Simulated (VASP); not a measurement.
# AgCl: electric field gradients with PBEsol

Crystal: AgCl.

```
Ag Cl
1.0
     1.87091   -5.55660    0.00000
     1.87091    5.55660    0.00000
     0.00000    0.00000    4.00252
Ag Cl
2 2
Direct
  0.39656 0.60344 0.75000
  0.60344 0.39656 0.25000
  0.86545 0.13455 0.25000
  0.13455 0.86545 0.75000
```

This cell differs from its parent crystal: zz strain of +2 %.

```yaml
Program: VASP 6.6.1
Task: electric field gradients
Functional: PBEsol
Potentials_or_basis: VASP PAW PBE potentials, release 64 (Ag, Cl)
Cutoff: 520 eV
k_mesh: 9 × 9 × 8
Occupations: fermi-dirac, width 0.03 eV
Spin: no spin polarisation
Dipole_correction: no
Further_INCAR_settings: ALGO = Normal; EDIFF = 1e-08; NBANDS = 26
```

```json
{
 "Pressure": "-4.0 GPa",
 "Largest force": "0.050 eV/Å",
 "Band gap on the k mesh": "0.34 eV (least direct gap 1.73 eV)",
 "Largest electric field gradient by atom": "Ag +44.7; Cl -50.8 V/Å²"
}
```

Forces on the atoms (eV/Å):
```
Ag   0.000 -0.011  0.000
Ag   0.000  0.011  0.000
Cl   0.000 -0.050  0.000
Cl   0.000  0.050  0.000
```

Stress tensor (GPa, compression positive):
```
-4.09  0.00  0.00
 0.00 -3.14  0.00
 0.00  0.00 -4.73
```

Levels at points of the mesh, in eV from the valence-band top:
| k point | band 15 | band 16 | band 17 | band 18 | band 19 | band 20 | band 21 | band 22 |
| --- | --- | --- | --- | --- | --- | --- | --- | --- |
| (0.00, 0.00, 0.00) | -2.10 | -1.71 | -1.59 | -1.39 | 0.34 | 3.00 | 7.62 | 8.30 |
| (0.00, 0.00, 0.50) | -1.25 | -1.25 | -0.11 | -0.11 | 4.23 | 4.23 | 6.70 | 6.70 |

Electric field gradients, principal values (V/Å²):
```tsv
atom	least	middle	greatest (by size)
1 Ag	-18.502	-26.194	44.696
2 Ag	-18.502	-26.194	44.696
3 Cl	21.887	28.885	-50.772
4 Cl	21.887	28.885	-50.772
```

Wall time 8.8 min on 1 thread of Intel(R) Xeon(R) Platinum 8375C CPU @ 2.90GHz (Ice Lake) (shared host), peak memory 0.39 GiB.

Caveat: the cell differs from its parent crystal (zz strain of +2 %); the cell stands under tension; without QUAD_EFG the Cq values of the log hold for a quadrupole moment of 1 mb, not for the nuclei; the PAW data sets were made with another functional, which shifts forces and pressure a little; an odd mesh through Γ misses points on the zone boundary, where band edges can lie.
